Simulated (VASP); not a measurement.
Wanted: the native input for a VASP 6.6.1 run.

- Task: electric field gradients
- Functional: PBEsol
- Potentials or basis: VASP PAW PBE potentials, release 64 (Sb)
- Cutoff: 400 eV
- k mesh: 13 × 13 × 13
- Occupations: fermi-dirac, width 0.05 eV
- Spin: no spin polarisation
- Dipole correction: no
- Further INCAR settings: ALGO = Normal; EDIFF = 1e-08; NBANDS = 8

The structure of Sb lies in POSCAR:

```
Sb
1.0
    3.1600000000      0.0000000000      0.0000000000
    0.0000000000      3.1600000000      0.0000000000
    0.0000000000      0.0000000000      3.2232000000
Sb
1
Direct
    0.0000000000      0.0000000000      0.0000000000
```

This cell differs from its parent crystal: zz strain of +2 %.

These files were run (other wordings do the same):

INCAR

```
PREC = Accurate
ENCUT = 400
EDIFF = 1E-8
ISMEAR = -1
SIGMA = 0.05
LREAL = F
LASPH = T
NELM = 120
ALGO = Normal
ISIF = 2
LWAVE = F
LCHARG = F
GGA = PS
LEFG = T
NBANDS = 8
GGA_COMPAT = F
```

KPOINTS

```
Automatic mesh
0
Gamma
  13 13 13
```

Potentials or basis: VASP PAW PBE potentials, release 64 (Sb).

Command:

```console
$ cat potpaw_PBE.64/Sb/POTCAR > POTCAR
$ mpirun -np 1 vasp_std > vasp.out
```

It gave:

- Pressure: -5.6 GPa

Caveat: the cell differs from its parent crystal (zz strain of +2 %); without QUAD_EFG the Cq values of the log hold for a quadrupole moment of 1 mb, not for the nuclei; the PAW data sets were made with another functional, which shifts forces and pressure a little.

Wall time 43 s on 1 thread of AMD EPYC 7R13, with other jobs on the host, peak memory 0.13 GiB.
